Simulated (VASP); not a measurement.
# Ag2O (Pn-3m) in VASP: notebook

Ag2O is run at these levels: r2SCAN, LDA, PBEsol, PBE; tasks: relaxation of the atoms, single point.

Program: VASP 6.6.1. These are calculated values, not measurements. Logs are shortened: lines on timing, memory, paths and dates and some standing lists are left out, and cuts for length are marked.

### 1 The cell of the first run

The structure is cubic, space group Pn-3m (No. 224). Conventional cell: a = 4.660 Å, b = 4.660 Å, c = 4.660 Å, α = 90.00°, β = 90.00°, γ = 90.00°. Ag (site symmetry -3m) has 2 O at 2.02 Å within 2.7 Å. Within 2.7 Å of O (site symmetry -43m) lie 4 Ag at 2.02 Å.

### 2 Relaxation of the atoms, r2SCAN

POSCAR reads:

```
Ag2O
1.0
    4.6602299800      0.0000000000      0.0000000000
    0.0000000000      4.6602299800      0.0000000000
    0.0000000000      0.0000000000      4.6602299800
Ag O
4 2
Direct
    0.2500000000      0.2500000000      0.2500000000
    0.2500000000      0.7500000000      0.7500000000
    0.7500000000      0.7500000000      0.2500000000
    0.7500000000      0.2500000000      0.7500000000
    0.0000000000      0.0000000000      0.0000000000
    0.5000000000      0.5000000000      0.5000000000
```

INCAR.step1 reads:

```
ALGO     = Normal         # electronic algorithm
EDIFF    = 1E-5           # SCF threshold, eV
EDIFFG   = -0.01          # ionic threshold
ENCUT    = 580            # plane-wave cutoff, eV
GGA      = PE             # functional
GGA_COMPAT= F            
IBRION   = 2              # ionic algorithm
ISMEAR   = -1             # smearing method
KPAR     = 4            
LASPH    = T              # aspherical terms in the spheres
LCHARG   = F              # write CHGCAR
LREAL    = F              # projectors in reciprocal space
LWAVE    = T              # write WAVECAR
NELM     = 120            # most SCF steps
NELMIN   = 4            
NSW      = 100            # ionic steps
PREC     = Accurate       # precision mode
SIGMA    = 0.1            # smearing width, eV
```

INCAR.step2 reads:

```
ALGO     = Normal         # electronic algorithm
EDIFF    = 1E-7           # SCF threshold, eV
EDIFFG   = -0.01          # ionic threshold
ENCUT    = 580            # plane-wave cutoff, eV
GGA_COMPAT= F            
IBRION   = 2              # ionic algorithm
ISIF     = 2              # what is computed and relaxed
ISMEAR   = -1             # smearing method
ISTART   = 1            
KPAR     = 4            
LASPH    = T              # aspherical terms in the spheres
LCHARG   = F              # write CHGCAR
LMIXTAU  = T            
LREAL    = F              # projectors in reciprocal space
LWAVE    = F              # write WAVECAR
METAGGA  = R2SCAN         # meta-GGA
NELM     = 120            # most SCF steps
NELMIN   = 4            
NSW      = 50             # ionic steps
PREC     = Accurate       # precision mode
SIGMA    = 0.1            # smearing width, eV
```

KPOINTS reads:

```
k-points
0
Gamma
  7 7 7
```

Potentials or basis: VASP PAW PBE potentials, release 64 (Ag, O).

The run is started by

```sh
cat potpaw_PBE.64/Ag/POTCAR potpaw_PBE.64/O/POTCAR > POTCAR
cp INCAR.step1 INCAR
mpirun -np 4 vasp_std > vasp.out
cp INCAR.step2 INCAR
mpirun -np 4 vasp_std > vasp.out
```

OUTCAR:

```text
EDIFF = 1E-7
   EDIFFG = -0.01
   ENCUT = 580
   IBRION = 2
   ISIF = 2
   ISMEAR = -1
   ISTART = 1
   LASPH = T
   LREAL = F
   METAGGA = R2SCAN
   NELM = 120
   NELMIN = 4
   NSW = 50
   PREC = Accurate

 ion  position               nearest neighbor table
   1  0.250  0.250  0.250-   5 2.02   6 2.02   4 3.30   2 3.30   3 3.30   2 3.30   4 3.30   2 3.30
                             3 3.30   2 3.30   3 3.30   4 3.30   4 3.30   3 3.30
   2  0.250  0.750  0.750-   5 2.02   6 2.02   4 3.30   1 3.30   3 3.30   1 3.30   3 3.30   1 3.30
                             4 3.30   1 3.30   3 3.30   4 3.30   3 3.30   4 3.30
   3  0.750  0.750  0.250-   5 2.02   6 2.02   4 3.30   1 3.30   2 3.30   2 3.30   4 3.30   1 3.30
                             4 3.30   4 3.30   1 3.30   2 3.30   2 3.30   1 3.30
   4  0.750  0.250  0.750-   5 2.02   6 2.02   3 3.30   1 3.30   2 3.30   1 3.30   3 3.30   2 3.30
                             3 3.30   3 3.30   1 3.30   2 3.30   1 3.30   2 3.30
   5  0.000  0.000  0.000-   1 2.02   2 2.02   3 2.02   4 2.02
   6  0.500  0.500  0.500-   1 2.02   2 2.02   3 2.02   4 2.02

  LATTYP: Found a simple cubic cell.
 ALAT       =     4.6602299800

  Lattice vectors:

 A1 = (   4.6602299800,   0.0000000000,   0.0000000000)
 A2 = (   0.0000000000,   4.6602299800,   0.0000000000)
 A3 = (   0.0000000000,   0.0000000000,   4.6602299800)

Analysis of symmetry for initial positions (statically):
=====================================================================
 Subroutine PRICEL returns:
 Original cell was already a primitive cell.

 Routine SETGRP: Setting up the symmetry group for a
 simple cubic supercell.

 Subroutine GETGRP returns: Found 48 space group operations
 (whereof 24 operations were pure point group operations)
 out of a pool of 48 trial point group operations.

The static configuration has the point symmetry T_d .
 The point group associated with its full space group is O_h .

Analysis of symmetry for dynamics (positions and initial velocities):
=====================================================================
 Subroutine PRICEL returns:
 Original cell was already a primitive cell.

 Routine SETGRP: Setting up the symmetry group for a
 simple cubic supercell.

 Subroutine GETGRP returns: Found 48 space group operations
 (whereof 24 operations were pure point group operations)
 out of a pool of 48 trial point group operations.

The dynamic configuration has the point symmetry T_d .
 The point group associated with its full space group is O_h .

 Subroutine INISYM returns: Found 48 space group operations
 (whereof 24 operations are pure point group operations),
 and found     1 'primitive' translations

----------------------------------------------------------------------------------------

                                     Primitive cell

  volume of cell :     101.2097

  direct lattice vectors                    reciprocal lattice vectors
     4.660229980  0.000000000  0.000000000     0.214581685  0.000000000  0.000000000
     0.000000000  4.660229980  0.000000000     0.000000000  0.214581685  0.000000000
     0.000000000  0.000000000  4.660229980     0.000000000  0.000000000  0.214581685

  length of vectors
     4.660229980  4.660229980  4.660229980     0.214581685  0.214581685  0.214581685

  position of ions in fractional coordinates (direct lattice)
     0.250000000  0.250000000  0.250000000
     0.250000000  0.750000000  0.750000000
     0.750000000  0.750000000  0.250000000
     0.750000000  0.250000000  0.750000000
     0.000000000  0.000000000  0.000000000
     0.500000000  0.500000000  0.500000000

  ion indices of the primitive-cell ions
   primitive index   ion index
                 1           1
                 2           2
                 3           3
                 4           4
                 5           5
                 6           6

----------------------------------------------------------------------------------------

 KPOINTS: k-points

Automatic generation of k-mesh.
 Grid dimensions read from file:
 generate k-points for:    7    7    7

 Generating k-lattice:

  Cartesian coordinates                     Fractional coordinates (reciprocal lattice)
     0.030654526  0.000000000  0.000000000     0.142857143  0.000000000  0.000000000
     0.000000000  0.030654526  0.000000000     0.000000000  0.142857143  0.000000000
     0.000000000  0.000000000  0.030654526     0.000000000  0.000000000  0.142857143

  Length of vectors
     0.030654526  0.030654526  0.030654526

  Shift w.r.t. Gamma in fractional coordinates (k-lattice)
     0.000000000  0.000000000  0.000000000

 Subroutine IBZKPT returns following result:
 ===========================================

 Found     20 irreducible k-points:

 Following reciprocal coordinates:
            Coordinates               Weight
  0.000000  0.000000  0.000000      1.000000
  0.142857  0.000000  0.000000      6.000000
  0.285714  0.000000  0.000000      6.000000
  0.428571  0.000000  0.000000      6.000000
  0.142857  0.142857  0.000000     12.000000
  0.285714  0.142857  0.000000     24.000000
[... 12 lines left out ...]
  0.428571  0.428571  0.285714     24.000000
  0.428571  0.428571  0.428571      8.000000
   k-points           NKPTS =     20   k-points in BZ     NKDIM =     20   number of bands    NBANDS=     33
   number of dos      NEDOS =    301   number of ions     NIONS =      6
   total plane-waves  NPLWV =  64000
   dimension x,y,z NGX =    40 NGY =   40 NGZ =   40
   dimension x,y,z NGXF=    80 NGYF=   80 NGZF=   80
   ions per type =               4   2
   NGX,Y,Z   is equivalent  to a cutoff of  14.27, 14.27, 14.27 a.u.
   NGXF,Y,Z  is equivalent  to a cutoff of  28.54, 28.54, 28.54 a.u.
 SYSTEM =  unknown system
   PREC   = accura    normal or accurate (medium, high low for compatibility)
   ISTART =      1    job   : 0-new  1-cont  2-samecut
   ICHARG =      0    charge: 1-file 2-atom 10-const
   ISPIN  =      1    spin polarized calculation?
   LNONCOLLINEAR =      F non collinear calculations
   LSORBIT =      F    spin-orbit coupling
   LASPH  =      T    aspherical Exc in radial PAW
   ENCUT  =  580.0 eV  42.63 Ry    6.53 a.u.   9.15  9.15  9.15*2*pi/ulx,y,z
   NELM   =    120;   NELMIN=  4; NELMDL=  0     # of ELM steps
   EDIFF  = 0.1E-06   stopping-criterion for ELM
   LREAL  =      F    real-space projection
   EDIFFG = -.1E-01   stopping-criterion for IOM
   NSW    =     50    number of steps for IOM
   IBRION =      2    ionic relax: 0-MD 1-quasi-New 2-CG
   NFREE  =      1    steps in history (QN), initial steepest desc. (CG)
   ISIF   =      2    stress and relaxation
   ISYM   =      2    0-nonsym 1-usesym 2-fastsym
   POTIM  = 0.5000    time-step for ionic-motion
   TEBEG  =    0.0;   TEEND  =   0.0 temperature during run
   PSTRESS=    0.0 pullay stress
   NELECT =      56.0000    total number of electrons
   NUPDOWN=      -1.0000    fix difference up-down
   EMIN   =  10.00;   EMAX   =-10.00  energy-range for DOS
   EFERMI =   0.00;   METHOD = LEGACY
   ISMEAR =    -1;   SIGMA  =   0.10  broadening in eV -4-tet -1-fermi 0-gaus
   EFERMI_NEDOS =   21; number of points for ismear=-14 and -15
   IALGO  =     38    algorithm
   IMIX   =      4    mixing-type and parameters
     AMIX     =   0.40;   BMIX     =  1.00
     AMIX_MAG =   1.60;   BMIX_MAG =  1.00
  volume/ion in A,a.u.               =      16.87       113.83
  Fermi-wavevector in a.u.,A,eV,Ry     =   1.343992  2.539777 24.576417  1.806316
  Thomas-Fermi vector in A             =   2.472022
   LORBIT       =      0    0 simple, 1 ext, 2 COOP (PROOUT), +10 PAW based schemes
   METAGGA = R2SCAN    functional components
   LHFCALC =     F    Hartree Fock is set to
   AEXX    =    0.0000 exact exchange contribution
   IVDW    =     0    specifies the selected vdW correction
   LEPSILON=     F    determine dielectric tensor
   LRPA    =     F    only Hartree local field effects (RPA)
 conjugate gradient relaxation of ions
 non-spin polarized calculation
  energy-cutoff  :      580.00
  volume of cell :      101.21
 maximum number of plane-waves:      3225
 NGX is ok and might be reduce to    40
   NGX = 19   NGY = 19   NGZ = 19

 number of electron      56.0000034 magnetization

 Free energy of the ion-electron system (eV)
  ---------------------------------------------------
  ext. energy  EPLUGINS =         0.00000000
  ---------------------------------------------------
  free energy    TOTEN  =       -98.24535152 eV

  energy without entropy =      -98.24130298  energy(sigma->0) =      -98.24332725

 E-fermi :   5.2788     XC(G=0): -11.3305

 val. band max:        4.9826893682   @ k =   0.0000   0.0000   0.0000
 cond. band min:       5.3191729245   @ k =   0.0000   0.0000   0.0000
 fundamental gap:      0.3364835562
 Fermi energy:         5.2787528336

 k-point     1 :       0.0000    0.0000    0.0000
  band No.  band energies     occupation
      1     -15.3525      2.00000
      2     -14.5945      2.00000
      3      -2.4612      2.00000
      4      -2.4612      2.00000
      5      -2.4612      2.00000
      6       0.0150      2.00000
[... 25 lines left out ...]
     32      12.9654      0.00000
     33      12.9654      0.00000

 k-point     2 :       0.1429    0.0000    0.0000
  band No.  band energies     occupation
      1     -15.3172      2.00000
      2     -14.6345      2.00000
      3      -2.3867      2.00000
      4      -2.3867      2.00000
      5      -2.3561      2.00000
      6       0.0946      2.00000
[... 25 lines left out ...]
     32      12.4418      0.00000
     33      12.8940      0.00000
[... 610 lines left out ...]
     32       9.2539      0.00000
     33      10.4884      0.00000

 k-point    20 :       0.4286    0.4286    0.4286
  band No.  band energies     occupation
      1     -15.2746      2.00000
      2     -14.6542      2.00000
      3      -2.2746      2.00000
      4      -2.2746      2.00000
      5      -2.2271      2.00000
      6       0.0515      2.00000
[... 25 lines left out ...]
     32       9.8858      0.00000
     33      10.3754      0.00000

------------------------ aborting loop because EDIFF is reached ----------------------------------------

  FORCE on cell =-STRESS in cart. coord.  units (eV):
  Direction    XX          YY          ZZ          XY          YZ          ZX
  --------------------------------------------------------------------------------------
  -------------------------------------------------------------------------------------
  Total        3.6337639      3.6337639      3.6337639     -0.0000000     -0.0000000     -0.0000000
  in kB       57.5234910     57.5234910     57.5234910     -0.0000000     -0.0000000     -0.0000000
  external PRESSURE =      57.5234910 kB  Pullay stress =       0.0000000 kB

 VOLUME and BASIS-vectors are now :
 -----------------------------------------------------------------------------
  energy-cutoff  :      580.00
  volume of cell :      101.21
      direct lattice vectors                 reciprocal lattice vectors
     4.660229980  0.000000000  0.000000000     0.214581685  0.000000000  0.000000000
     0.000000000  4.660229980  0.000000000     0.000000000  0.214581685  0.000000000
     0.000000000  0.000000000  4.660229980     0.000000000  0.000000000  0.214581685

 POSITION                                       TOTAL-FORCE (eV/Angst)
 -----------------------------------------------------------------------------------
      1.16506      1.16506      1.16506        -0.000000     -0.000000      0.000000
      1.16506      3.49517      3.49517         0.000000      0.000000      0.000000
      3.49517      3.49517      1.16506         0.000000      0.000000     -0.000000
      3.49517      1.16506      3.49517         0.000000      0.000000     -0.000000
      0.00000      0.00000      0.00000        -0.000000     -0.000000     -0.000000
      2.33011      2.33011      2.33011        -0.000000     -0.000000     -0.000000
 -----------------------------------------------------------------------------------
    total drift:                                0.000000      0.000000     -0.000000

  FREE ENERGIE OF THE ION-ELECTRON SYSTEM (eV)
  ---------------------------------------------------
  free  energy   TOTEN  =       -98.2453515160 eV

  energy  without entropy=      -98.2413029795  energy(sigma->0) =      -98.24332725

 reached required accuracy - stopping structural energy minimisation
```

Run time: 75 s. Hardware: 4 MPI ranks of AMD EPYC 7R13 (Zen 3), shared host; peak memory 0.27 GiB.

Results:

```yaml
Free_energy: -98.2454 eV
Pressure_after_relaxing: 5.8 GPa
Band_gap_on_the_k_mesh: 0.34 eV
```

Final structure:
```xyz
6
Lattice="4.6602 0.0000 0.0000 0.0000 4.6602 0.0000 0.0000 0.0000 4.6602" Properties=species:S:1:pos:R:3 pbc="T T T"
Ag    1.1651    1.1651    1.1651
Ag    1.1651    3.4952    3.4952
Ag    3.4952    3.4952    1.1651
Ag    3.4952    1.1651    3.4952
O     0.0000    0.0000    0.0000
O     2.3301    2.3301    2.3301
```

Caveat: the relaxation stopped at its first step, so nothing moved; semilocal functionals underestimate gaps, and a narrow one can read as zero; the PAW data sets were made with another functional, which shifts forces and pressure a little; an odd mesh through Γ misses points on the zone boundary, where band edges can lie.

### 3 Relaxation of the atoms, r2SCAN

This run uses another cell than the first one, of 17.94 Å³/atom.

POSCAR: that of step 2 with these lines changed.

```diff
@@ -2,5 +2,5 @@
 1.0
-    4.6602299800      0.0000000000      0.0000000000
-    0.0000000000      4.6602299800      0.0000000000
-    0.0000000000      0.0000000000      4.6602299800
+    4.7573459200      0.0000000000      0.0000000000
+    0.0000000000      4.7573459200      0.0000000000
+    0.0000000000      0.0000000000      4.7573459200
 Ag O
```

INCAR.step1 reads:

```
ALGO = Normal
EDIFF = 1E-5
EDIFFG = -0.01
ENCUT = 580
GGA = PE
GGA_COMPAT = F
IBRION = 2
ISMEAR = -1
KPAR = 4
LASPH = T
LCHARG = F
LREAL = F
LWAVE = T
NELM = 120
NELMIN = 4
NSW = 100
PREC = Accurate
SIGMA = 0.1
```

INCAR.step2 reads:

```
ALGO = Normal
EDIFF = 1E-7
EDIFFG = -0.01
ENCUT = 580
GGA_COMPAT = F
IBRION = 2
ISIF = 2
ISMEAR = -1
ISTART = 1
KPAR = 4
LASPH = T
LCHARG = F
LMIXTAU = T
LREAL = F
LWAVE = F
METAGGA = R2SCAN
NELM = 120
NELMIN = 4
NSW = 50
PREC = Accurate
SIGMA = 0.1
```

KPOINTS is that of step 2.

Potentials or basis: VASP PAW PBE potentials, release 64 (Ag, O).

The run is started by

```sh
cat potpaw_PBE.64/Ag/POTCAR potpaw_PBE.64/O/POTCAR > POTCAR
cp INCAR.step1 INCAR
mpirun -np 4 vasp_std > vasp.out
cp INCAR.step2 INCAR
mpirun -np 4 vasp_std > vasp.out
```

It took 1.7 min on 4 MPI ranks of AMD EPYC 7R13 (Zen 3), shared host; peak memory 0.28 GiB.

It converged, with:

```
Free energy             : -98.3569 eV
Pressure after relaxing : -0.2 GPa
Band gap on the k mesh  : 0.24 eV
```

Final structure:
```cif
data_structure
_symmetry_space_group_name_H-M 'P 1'
_symmetry_Int_Tables_number 1
_cell_length_a 4.7573
_cell_length_b 4.7573
_cell_length_c 4.7573
_cell_angle_alpha 90.000
_cell_angle_beta 90.000
_cell_angle_gamma 90.000
_cell_volume 107.67
loop_
_atom_site_label
_atom_site_type_symbol
_atom_site_fract_x
_atom_site_fract_y
_atom_site_fract_z
_atom_site_occupancy
Ag1 Ag 0.25000 0.25000 0.25000 1
Ag2 Ag 0.25000 0.75000 0.75000 1
Ag3 Ag 0.75000 0.75000 0.25000 1
Ag4 Ag 0.75000 0.25000 0.75000 1
O1 O 0.00000 0.00000 0.00000 1
O2 O 0.50000 0.50000 0.50000 1
```

Levels at points of the mesh, in eV from the valence-band top:
| k point | band 26 | band 27 | band 28 | band 29 | band 30 | band 31 |
| --- | --- | --- | --- | --- | --- | --- |
| (0.00, 0.00, 0.00) | 0.00 | 0.00 | 0.00 | 0.24 | 2.43 | 2.43 |

Caveat: the relaxation stopped at its first step, so nothing moved; semilocal functionals underestimate gaps, and a narrow one can read as zero; the PAW data sets were made with another functional, which shifts forces and pressure a little; an odd mesh through Γ misses points on the zone boundary, where band edges can lie.

(Part 1 of 2 ends here.)

The gap in the log of VASP goes by the Fermi energy; the results here count the filled bands.